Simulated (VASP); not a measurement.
Wanted: the native input for a VASP 6.6.1 run.

| Property | Result |
| --- | --- |
| Task | relaxation of cell and atoms |
| Functional | LDA |
| Potentials or basis | VASP PAW LDA potentials, release 64 (Hf_pv) |
| Cutoff | 600 eV |
| k mesh | 10 × 10 × 10 |
| Occupations | fermi-dirac, width 0.1 eV |
| Spin | no spin polarisation |
| Dipole correction | no |
| Further INCAR settings | ALGO = Normal; EDIFF = 1e-06; IBRION = 2; EDIFFG = -0.01; NSW = 80; ISIF = 3 |

The structure of Hf lies in POSCAR:

```
Hf
1.0
    0.0173130000      2.2426220000      2.2627640000
    2.2285460000      0.0627270000      2.2173490000
    2.2578450000      2.2265060000      0.0334280000
Hf
1
Direct
    0.0000000000      0.0000000000      0.0000000000
```

This cell differs from its parent crystal: the cell strained at random.

These files were run (other wordings do the same):

INCAR

```
ALGO = Normal
EDIFF = 1E-6
EDIFFG = -0.01
ENCUT = 600
IBRION = 2
ISIF = 3
ISMEAR = -1
LASPH = T
LCHARG = F
LREAL = F
LWAVE = F
NELM = 100
NSW = 80
PREC = Accurate
SIGMA = 0.1
```

KPOINTS

```
k-points
0
Gamma
  10 10 10
```

Potentials or basis: VASP PAW LDA potentials, release 64 (Hf_pv).

Run with:

```bash
$ cat potpaw_LDA.64/Hf_pv/POTCAR > POTCAR
$ mpirun -np 1 vasp_std > vasp.out
```

Results of the run:

```json
{"Relaxed volume": "20.78 Å³/atom", "Relaxed cell": "a = 3.086 Å, b = 3.086 Å, c = 3.086 Å, α = 60.01°, β = 60.01°, γ = 60.00°", "Space group after relaxing (to 0.05 Å)": "Fm-3m (No. 225)", "Energy gained by relaxing": "27.7 meV/atom", "Ionic steps": "9", "Pressure after relaxing": "0.0 GPa", "Band gap on the k mesh": "zero (band 5 reaches 6.50 eV, above the bottom of band 6 at 4.75 eV)"}
```

Caveat: the cell differs from its parent crystal (the cell strained at random); spin-orbit coupling is left out, which moves the levels of the heavy elements.

Wall time 3.5 min on 1 thread of Intel(R) Xeon(R) 6975P-C (Granite Rapids) (shared host), peak memory 0.27 GiB.
